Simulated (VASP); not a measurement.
# ZrAl3B3N (P4/mmm) in VASP: notebook

Runs on ZrAl3B3N. Level: PBE. Tasks: single point.

All numbers are computed with VASP 6.6.1; they aren't measurements. Logs are shortened: lines on timing, memory, paths and dates and some standing lists are left out, and cuts for length are marked.

## (1) The cell of the first run

It takes space group P4/mmm (No. 123, tetragonal). Conventional cell: a = 4.413 Å, b = 4.413 Å, c = 7.452 Å, α = 90.00°, β = 90.00°, γ = 90.00°. Zr (site symmetry 4/mmm) has 4 B at 2.21 Å within 2.9 Å. Within 2.3 Å of Al (site symmetry 4mm) lie 1 N at 1.76 Å and 1 B at 1.97 Å. Within 4.1 Å of Al (site symmetry 4/mmm) lie 4 B at 3.12 Å and 8 Al at 3.69 Å and 2 Zr at 3.73 Å. Within 2.9 Å of B (site symmetry mmm) lie 2 Zr at 2.21 Å and 2 N at 2.21 Å and 4 Al at 2.82 Å. B (site symmetry 4/mmm) has 2 Al at 1.97 Å within 2.6 Å. Within 2.3 Å of N (site symmetry 4/mmm) lie 2 Al at 1.76 Å and 4 B at 2.21 Å.

## (2) Single point, PBE

Input file INCAR:

```
PREC = Accurate
ENCUT = 520
EDIFF = 1E-6
ISMEAR = 0
SIGMA = 0.15
LREAL = F
LASPH = T
NELM = 60
ALGO = Normal
ISIF = 2
LWAVE = F
LCHARG = T
GGA = PE
LELF = T
LVHAR = T
NBANDS = 28
```

Input file KPOINTS:

```
Automatic mesh
0
Gamma
  3 3 2
```

Input file POSCAR:

```
ZrAl3B3N
1.0
    4.4132723629      0.0000000000      0.0000000000
    0.0000000000      4.4132723629      0.0000000000
    0.0000000000      0.0000000000      7.4522664143
Zr Al B N
1 3 3 1
Direct
    0.0000000000      0.0000000000      0.0000000000
    0.5000000000      0.5000000000      0.7638777520
    0.5000000000      0.5000000000      0.2361222480
    0.0000000000      0.0000000000      0.5000000000
    0.0000000000      0.5000000000      0.0000000000
    0.5000000000      0.0000000000      0.0000000000
    0.5000000000      0.5000000000      0.5000000000
    0.5000000000      0.5000000000      0.0000000000
```

Potentials or basis: VASP PAW PBE potentials, release 64 (Zr_sv, Al, B, N).

On the command line:

```sh
$ cat potpaw_PBE.64/Zr_sv/POTCAR potpaw_PBE.64/Al/POTCAR potpaw_PBE.64/B/POTCAR potpaw_PBE.64/N/POTCAR > POTCAR
$ mpirun -np 1 vasp_std > vasp.out
```

OUTCAR:

```text
PREC = Accurate
   ENCUT = 520
   EDIFF = 1E-6
   ISMEAR = 0
   LREAL = F
   LASPH = T
   NELM = 60
   ISIF = 2
   GGA = PE

 ion  position               nearest neighbor table
   1  0.000  0.000  0.000-   5 2.21   6 2.21   5 2.21   6 2.21   2 3.58   3 3.58   2 3.58   2 3.58
                             3 3.58   3 3.58   2 3.58   3 3.58
   2  0.500  0.500  0.764-   8 1.76   7 1.97   1 3.58   1 3.58   1 3.58   1 3.58
   3  0.500  0.500  0.236-   8 1.76   7 1.97   1 3.58   1 3.58   1 3.58   1 3.58
   4  0.000  0.000  0.500-
   5  0.000  0.500  0.000-   1 2.21   1 2.21
   6  0.500  0.000  0.000-   1 2.21   1 2.21
   7  0.500  0.500  0.500-   2 1.97   3 1.97
   8  0.500  0.500  0.000-   2 1.76   3 1.76

  LATTYP: Found a simple tetragonal cell.
 ALAT       =     4.4132723629
 C/A-ratio  =     1.6886033314

  Lattice vectors:

 A1 = (   4.4132723629,   0.0000000000,   0.0000000000)
 A2 = (   0.0000000000,   4.4132723629,   0.0000000000)
 A3 = (   0.0000000000,   0.0000000000,   7.4522664143)

Analysis of symmetry for initial positions (statically):
=====================================================================
 Subroutine PRICEL returns:
 Original cell was already a primitive cell.

 Routine SETGRP: Setting up the symmetry group for a
 simple tetragonal supercell.

 Subroutine GETGRP returns: Found 16 space group operations
 (whereof 16 operations were pure point group operations)
 out of a pool of 16 trial point group operations.

The static configuration has the point symmetry D_4h.

Analysis of symmetry for dynamics (positions and initial velocities):
=====================================================================
 Subroutine PRICEL returns:
 Original cell was already a primitive cell.

 Routine SETGRP: Setting up the symmetry group for a
 simple tetragonal supercell.

 Subroutine GETGRP returns: Found 16 space group operations
 (whereof 16 operations were pure point group operations)
 out of a pool of 16 trial point group operations.

The dynamic configuration has the point symmetry D_4h.

 Subroutine INISYM returns: Found 16 space group operations
 (whereof 16 operations are pure point group operations),
 and found     1 'primitive' translations

----------------------------------------------------------------------------------------

                                     Primitive cell

  volume of cell :     145.1476

  direct lattice vectors                    reciprocal lattice vectors
     4.413272363  0.000000000  0.000000000     0.226589233  0.000000000  0.000000000
     0.000000000  4.413272363  0.000000000     0.000000000  0.226589233  0.000000000
     0.000000000  0.000000000  7.452266414     0.000000000  0.000000000  0.134187366

  length of vectors
     4.413272363  4.413272363  7.452266414     0.226589233  0.226589233  0.134187366

  position of ions in fractional coordinates (direct lattice)
     0.000000000  0.000000000  0.000000000
     0.500000000  0.500000000  0.763877752
     0.500000000  0.500000000  0.236122248
     0.000000000  0.000000000  0.500000000
     0.000000000  0.500000000  0.000000000
     0.500000000  0.000000000  0.000000000
     0.500000000  0.500000000  0.500000000
     0.500000000  0.500000000  0.000000000

  ion indices of the primitive-cell ions
   primitive index   ion index
                 1           1
                 2           2
                 3           3
                 4           4
                 5           5
                 6           6
                 7           7
                 8           8

----------------------------------------------------------------------------------------

 KPOINTS: Automatic mesh

Automatic generation of k-mesh.
 Grid dimensions read from file:
 generate k-points for:    3    3    2

 Generating k-lattice:

  Cartesian coordinates                     Fractional coordinates (reciprocal lattice)
     0.075529744  0.000000000  0.000000000     0.333333333  0.000000000  0.000000000
     0.000000000  0.075529744  0.000000000     0.000000000  0.333333333  0.000000000
     0.000000000  0.000000000  0.067093683     0.000000000  0.000000000  0.500000000

  Length of vectors
     0.075529744  0.075529744  0.067093683

  Shift w.r.t. Gamma in fractional coordinates (k-lattice)
     0.000000000  0.000000000  0.000000000

 Subroutine IBZKPT returns following result:
 ===========================================

 Found      6 irreducible k-points:

 Following reciprocal coordinates:
            Coordinates               Weight
  0.000000  0.000000  0.000000      1.000000
  0.333333  0.000000  0.000000      4.000000
  0.333333  0.333333  0.000000      4.000000
  0.000000  0.000000  0.500000      1.000000
  0.333333  0.000000  0.500000      4.000000
  0.333333  0.333333  0.500000      4.000000
   k-points           NKPTS =      6   k-points in BZ     NKDIM =      6   number of bands    NBANDS=     28
   number of dos      NEDOS =    301   number of ions     NIONS =      8
   total plane-waves  NPLWV =  72576
   dimension x,y,z NGX =    36 NGY =   36 NGZ =   56
   dimension x,y,z NGXF=    72 NGYF=   72 NGZF=  112
   ions per type =               1   3   3   1
   NGX,Y,Z   is equivalent  to a cutoff of  13.56, 13.56, 12.49 a.u.
   NGXF,Y,Z  is equivalent  to a cutoff of  27.12, 27.12, 24.99 a.u.
 SYSTEM =  unknown system
   PREC   = accura    normal or accurate (medium, high low for compatibility)
   ISTART =      0    job   : 0-new  1-cont  2-samecut
   ICHARG =      2    charge: 1-file 2-atom 10-const
   ISPIN  =      1    spin polarized calculation?
   LNONCOLLINEAR =      F non collinear calculations
   LSORBIT =      F    spin-orbit coupling
   LASPH  =      T    aspherical Exc in radial PAW
   ENCUT  =  520.0 eV  38.22 Ry    6.18 a.u.   8.21  8.21 13.86*2*pi/ulx,y,z
   NELM   =     60;   NELMIN=  2; NELMDL= -5     # of ELM steps
   EDIFF  = 0.1E-05   stopping-criterion for ELM
   LREAL  =      F    real-space projection
   EDIFFG = 0.1E-04   stopping-criterion for IOM
   NSW    =      0    number of steps for IOM
   IBRION =     -1    ionic relax: 0-MD 1-quasi-New 2-CG
   NFREE  =      0    steps in history (QN), initial steepest desc. (CG)
   ISIF   =      2    stress and relaxation
   ISYM   =      2    0-nonsym 1-usesym 2-fastsym
   POTIM  = 0.5000    time-step for ionic-motion
   TEBEG  =    0.0;   TEEND  =   0.0 temperature during run
   PSTRESS=    0.0 pullay stress
   NELECT =      35.0000    total number of electrons
   NUPDOWN=      -1.0000    fix difference up-down
   EMIN   =  10.00;   EMAX   =-10.00  energy-range for DOS
   EFERMI =   0.00;   METHOD = LEGACY
   ISMEAR =     0;   SIGMA  =   0.15  broadening in eV -4-tet -1-fermi 0-gaus
   EFERMI_NEDOS =   21; number of points for ismear=-14 and -15
   IALGO  =     38    algorithm
   IMIX   =      4    mixing-type and parameters
     AMIX     =   0.40;   BMIX     =  1.00
     AMIX_MAG =   1.60;   BMIX_MAG =  1.00
  volume/ion in A,a.u.               =      18.14       122.44
  Fermi-wavevector in a.u.,A,eV,Ry     =   1.018969  1.925572 14.126895  1.038297
  Thomas-Fermi vector in A             =   2.152456
   LORBIT       =      0    0 simple, 1 ext, 2 COOP (PROOUT), +10 PAW based schemes
   GGA     = PE    functional components
   LHFCALC =     F    Hartree Fock is set to
   AEXX    =    0.0000 exact exchange contribution
   IVDW    =     0    specifies the selected vdW correction
   LEPSILON=     F    determine dielectric tensor
   LRPA    =     F    only Hartree local field effects (RPA)
 non-spin polarized calculation
 Gauss-broadening in eV      SIGMA  =   0.15
  energy-cutoff  :      520.00
  volume of cell :      145.15
 maximum number of plane-waves:      3928
 NGX is ok and might be reduce to    36
   NGX = 17   NGY = 17   NGZ = 27

 number of electron      34.9999999 magnetization

 Free energy of the ion-electron system (eV)
  ---------------------------------------------------
  ext. energy  EPLUGINS =         0.00000000
  ---------------------------------------------------
  free energy    TOTEN  =       -38.25506969 eV

  energy without entropy =      -38.18484305  energy(sigma->0) =      -38.21995637

 E-fermi :   4.0211     XC(G=0):  -9.2571

 val. band max:        4.0192749290   @ k =   0.3333   0.3333   0.5000
 cond. band min:       4.1003166672   @ k =   0.3333   0.0000   0.0000
 fundamental gap:      0.0810417382
 Fermi energy:         4.0211263120

 k-point     1 :       0.0000    0.0000    0.0000
  band No.  band energies     occupation
      1     -44.2885      2.00000
      2     -22.5140      2.00000
      3     -22.5140      2.00000
      4     -22.3693      2.00000
      5     -11.8238      2.00000
      6      -3.7181      2.00000
[... 20 lines left out ...]
     27       8.3645      0.00000
     28       8.3966      0.00000

 k-point     2 :       0.3333    0.0000    0.0000
  band No.  band energies     occupation
      1     -44.2886      2.00000
      2     -22.5273      2.00000
      3     -22.5108      2.00000
      4     -22.3667      2.00000
      5     -11.6979      2.00000
      6      -3.8280      2.00000
[... 20 lines left out ...]
     27       7.7104      0.00000
     28       8.2819      0.00000

 k-point     3 :       0.3333    0.3333    0.0000
  band No.  band energies     occupation
      1     -44.2887      2.00000
      2     -22.5230      2.00000
      3     -22.5217      2.00000
      4     -22.3642      2.00000
      5     -11.6699      2.00000
      6      -3.3135      2.00000
[... 20 lines left out ...]
     27       8.5309      0.00000
     28       8.9386      0.00000

 k-point     4 :       0.0000    0.0000    0.5000
  band No.  band energies     occupation
      1     -44.2885      2.00000
      2     -22.5140      2.00000
      3     -22.5140      2.00000
      4     -22.3694      2.00000
      5     -11.8224      2.00000
      6      -4.1698      2.00000
[... 20 lines left out ...]
     27       9.2728      0.00000
     28       9.2786      0.00000

 k-point     5 :       0.3333    0.0000    0.5000
  band No.  band energies     occupation
      1     -44.2886      2.00000
      2     -22.5273      2.00000
      3     -22.5108      2.00000
      4     -22.3667      2.00000
      5     -11.6967      2.00000
      6      -3.8035      2.00000
[... 20 lines left out ...]
     27       8.3621      0.00000
     28       8.6798      0.00000

 k-point     6 :       0.3333    0.3333    0.5000
  band No.  band energies     occupation
      1     -44.2887      2.00000
      2     -22.5230      2.00000
      3     -22.5217      2.00000
      4     -22.3642      2.00000
      5     -11.6690      2.00000
      6      -3.4773      2.00000
[... 20 lines left out ...]
     27       8.6110      0.00000
     28       8.6879      0.00000

------------------------ aborting loop because EDIFF is reached ----------------------------------------

  FORCE on cell =-STRESS in cart. coord.  units (eV):
  Direction    XX          YY          ZZ          XY          YZ          ZX
  --------------------------------------------------------------------------------------
  -------------------------------------------------------------------------------------
  Total        0.0091183      0.0091183     -0.1002228      0.0000000      0.0000000      0.0000000
  in kB        0.1006501      0.1006501     -1.1062861      0.0000000      0.0000000      0.0000000
  external PRESSURE =      -0.3016620 kB  Pullay stress =       0.0000000 kB

 VOLUME and BASIS-vectors are now :
 -----------------------------------------------------------------------------
  energy-cutoff  :      520.00
  volume of cell :      145.15
      direct lattice vectors                 reciprocal lattice vectors
     4.413272363  0.000000000  0.000000000     0.226589233  0.000000000  0.000000000
     0.000000000  4.413272363  0.000000000     0.000000000  0.226589233  0.000000000
     0.000000000  0.000000000  7.452266414     0.000000000  0.000000000  0.134187366

 POSITION                                       TOTAL-FORCE (eV/Angst)
 -----------------------------------------------------------------------------------
      0.00000      0.00000      0.00000         0.000000      0.000000     -0.000000
      2.20664      2.20664      5.69262         0.000000     -0.000000     -0.008971
      2.20664      2.20664      1.75965         0.000000      0.000000      0.008971
      0.00000      0.00000      3.72613         0.000000      0.000000     -0.000000
      0.00000      2.20664      0.00000         0.000000      0.000000     -0.000000
      2.20664      0.00000      0.00000         0.000000      0.000000     -0.000000
      2.20664      2.20664      3.72613         0.000000      0.000000     -0.000000
      2.20664      2.20664      0.00000         0.000000      0.000000     -0.000000
 -----------------------------------------------------------------------------------
    total drift:                                0.000000      0.000000     -0.000000

  FREE ENERGIE OF THE ION-ELECTRON SYSTEM (eV)
  ---------------------------------------------------
  free  energy   TOTEN  =       -38.2550696913 eV

  energy  without entropy=      -38.1848430528  energy(sigma->0) =      -38.21995637
```

Run time: 26 s. Hardware: 1 thread of AMD EPYC 7R13 (Zen 3), shared host; peak memory 0.23 GiB.

Results:

```
Free energy   : -38.2551 eV
Pressure      : 0.0 GPa
Largest force : 0.009 eV/Å
```

Forces on the atoms (eV/Å):
```
Zr   0.000  0.000  0.000
Al   0.000  0.000 -0.009
Al   0.000  0.000  0.009
Al   0.000  0.000  0.000
B    0.000  0.000  0.000
B    0.000  0.000  0.000
B    0.000  0.000  0.000
N    0.000  0.000  0.000
```

Levels at points of the mesh, in eV from the Fermi level:
```
           k point  band 14  band 15  band 16  band 17  band 18  band 19  band 20  band 21
(0.00, 0.00, 0.00)    -0.40    -0.40    -0.13     0.61     0.69     0.69     1.04     1.11
(0.00, 0.00, 0.50)    -0.72    -0.72    -0.09     0.25     0.95     1.11     1.43     1.43
```

Caveat: the k points lie up to 0.47 Å⁻¹ apart.

## (3) Single point, PBE

This run uses another cell than the first one, of 20.49 Å³/atom, 1.129 times its volume.

Input file INCAR:

```
SYSTEM = ZrAl3B3N
PREC = Accurate
ENCUT = 520
EDIFF = 1E-6
ISMEAR = 0
SIGMA = 0.15
LREAL = .FALSE.
LASPH = .TRUE.
NELM = 80
ALGO = Normal
ISIF = 2
LWAVE = .FALSE.
LCHARG = .FALSE.
GGA = PE
NBANDS = 28
```

Input file KPOINTS:

```
Automatic mesh
0
G
  3 3 3
  0 0 0
```

Input file POSCAR:

```
ZrAl3B3N
1.0
    5.3388408019      0.0000000000      0.0000000000
    0.0000000000      5.3388408019      0.0000000000
    0.0000000000      0.0000000000      5.7505734174
Zr Al B N
1 3 3 1
Direct
    0.5000000000      0.5000000000      0.0000000000
    0.0000000000      0.5000000000      0.0000000000
    0.5000000000      0.0000000000      0.0000000000
    0.5000000000      0.5000000000      0.5000000000
    0.0000000000      0.0000000000      0.2721951283
    0.0000000000      0.0000000000      0.7278048717
    0.0000000000      0.0000000000      0.0000000000
    0.0000000000      0.0000000000      0.5000000000
```

Potentials or basis: VASP PAW PBE potentials, release 64 (Zr_sv, Al, B, N).

On the command line:

```sh
$ cat potpaw_PBE.64/Zr_sv/POTCAR potpaw_PBE.64/Al/POTCAR potpaw_PBE.64/B/POTCAR potpaw_PBE.64/N/POTCAR > POTCAR
$ mpirun -np 1 vasp_std > vasp.out
```

It took 32 s on 1 thread of AMD EPYC 7R13 (Zen 3), shared host; peak memory 0.23 GiB.

It converged, with:

- Free energy: -43.4224 eV
- Pressure: 0.5 GPa
- Largest force: 0.032 eV/Å

Forces on the atoms (eV/Å):
```
Zr   0.000  0.000  0.000
Al   0.000  0.000  0.000
Al   0.000  0.000  0.000
Al   0.000  0.000  0.000
B    0.000  0.000 -0.032
B    0.000  0.000  0.032
B    0.000  0.000  0.000
N    0.000  0.000  0.000
```

Stress tensor (GPa, compression positive):
```
0.71 0.00 0.00
0.00 0.71 0.00
0.00 0.00 0.16
```

Levels at points of the mesh, in eV from the Fermi level:
| k point | band 12 | band 13 | band 14 | band 15 | band 16 | band 17 | band 18 | band 19 | band 20 | band 21 |
| --- | --- | --- | --- | --- | --- | --- | --- | --- | --- | --- |
| (0.00, 0.00, 0.00) | -3.71 | -2.89 | -1.75 | -1.75 | -0.08 | 0.25 | 0.25 | 0.51 | 1.41 | 1.41 |

Caveat: the k points lie up to 0.39 Å⁻¹ apart.

## (4) Single point, PBE

This run uses another cell than the first one, of 21.02 Å³/atom, 1.159 times its volume.

Input file INCAR:

```
SYSTEM = ZrAl3B3N
  ALGO = Normal
  EDIFF = 1E-7
  ENCUT = 520
  GGA = PE
  ISIF = 2
  ISMEAR = 0
  LASPH = .TRUE.
  LCHARG = .FALSE.
  LREAL = .FALSE.
  LWAVE = .FALSE.
  NBANDS = 28
  NELM = 60
  PREC = Accurate
  SIGMA = 0.15
```

Input file KPOINTS:

```
k-points
0
G
  3 3 2
  0 0 0
```

Input file POSCAR:

```
ZrAl3B3N
1.0
    4.4028871429      0.0000000000      0.0000000000
    0.0000000000      4.4028871429      0.0000000000
    0.0000000000      0.0000000000      8.6759945086
Zr Al B N
1 3 3 1
Direct
    0.5000000000      0.5000000000      0.5000000000
    0.0000000000      0.5000000000      0.0000000000
    0.5000000000      0.0000000000      0.0000000000
    0.5000000000      0.5000000000      0.0000000000
    0.5000000000      0.5000000000      0.7688570488
    0.5000000000      0.5000000000      0.2311429512
    0.0000000000      0.0000000000      0.5000000000
    0.0000000000      0.0000000000      0.0000000000
```

On the command line:

```sh
$ cat potpaw_PBE.64/Zr_sv/POTCAR potpaw_PBE.64/Al/POTCAR potpaw_PBE.64/B/POTCAR potpaw_PBE.64/N/POTCAR > POTCAR
$ mpirun -np 1 vasp_std > vasp.out
```

Wall time 38 s (1 thread of AMD EPYC 7R13 (Zen 3), shared host); peak memory 0.26 GiB.

It converged, with:

```yaml
Free_energy: -33.0881 eV
Pressure: 0.3 GPa
Largest_force: 0.053 eV/Å
```

Forces in eV/Å, atoms in the order of the input:
```
Zr   0.000  0.000  0.000
Al   0.000  0.000  0.000
Al   0.000  0.000  0.000
Al   0.000  0.000  0.000
B    0.000  0.000 -0.053
B    0.000  0.000  0.053
B    0.000  0.000  0.000
N    0.000  0.000  0.000
```

Levels at points of the mesh, in eV from the Fermi level:
```tsv
k point	band 15	band 16	band 17	band 18	band 19	band 20	band 21	band 22
(0.00, 0.00, 0.00)	-0.43	-0.43	-0.08	-0.08	0.65	0.66	1.24	1.24
(0.00, 0.00, 0.50)	-0.58	-0.58	0.47	0.47	0.62	0.86	1.19	1.19
```

Caveat: the k points lie up to 0.48 Å⁻¹ apart.

## (5) Summary

| cell | k mesh | gap on the mesh (eV) | pressure (GPa) | largest force (eV/Å) |
| --- | --- | --- | --- | --- |
| a = 4.413, b = 4.413, c = 7.452 Å, 8 atoms | 3 × 3 × 2 | none | 0.0 | 0.01 |
| a = 5.339, b = 5.339, c = 5.751 Å, 8 atoms | 3 × 3 × 3 | none | 0.5 | 0.03 |
| a = 4.403, b = 4.403, c = 8.676 Å, 8 atoms | 3 × 3 × 2 | none | 0.3 | 0.05 |

Alike in all rows: task single point; level PBE; potentials or basis VASP PAW PBE potentials, release 64 (Zr_sv, Al, B, N); no spin polarisation; cutoff (eV) 520; smearing gaussian 0.15 eV.

Caveats: all runs use coarse meshes.

Total energies depend on the potentials used, so only differences within one code and one set of settings carry meaning.
